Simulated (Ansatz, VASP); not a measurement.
# Two plane-wave programs on Y2AlN3

```
Y Al N
1.0
     5.61617   -3.13117    0.00000
     5.61617    3.13117    0.00000
     0.00000    0.00000    5.11778
Y Al N
4 2 6
Direct
  0.47582 0.84173 0.45427
  0.15827 0.52418 0.45427
  0.52418 0.15827 0.95427
  0.84173 0.47582 0.95427
  0.84106 0.15894 0.48190
  0.15894 0.84106 0.98190
  0.46542 0.83208 0.91595
  0.16792 0.53458 0.91595
  0.53458 0.16792 0.41595
  0.83208 0.46542 0.41595
  0.87739 0.12261 0.84968
  0.12261 0.87739 0.34968
```

Alike in both runs: functional PBE; k mesh 6 × 6 × 6; occupations gaussian, width 0.02 eV; no spin polarisation.

Ansatz relaxed the structure, and its values are those at the end. VASP's run is a single point on that final structure, the one shown.

|  | VASP | Ansatz |
| --- | --- | --- |
| version | VASP 6.6.1 | Ansatz 0.2.0 |
| potentials or method | VASP PAW PBE potentials, release 64 (Y_sv, Al, N), cutoff 520 eV | scalar-relativistic, plane waves, PAW |
| valence electrons in the cell | 80 | 80 |

```tsv
	VASP	Ansatz	Ansatz less VASP
gap on the k mesh at the Fermi level (eV)	1.86	1.87	+0.006
least direct gap on the mesh (eV)	1.86	1.87	+0.006
pressure (GPa)	-0.2	0.0	+0.17
rms of the force components (eV/Å)	0.004	0.000	-0.0031
```

With one functional, cell and mesh, what is left measures potentials, basis and numerics.
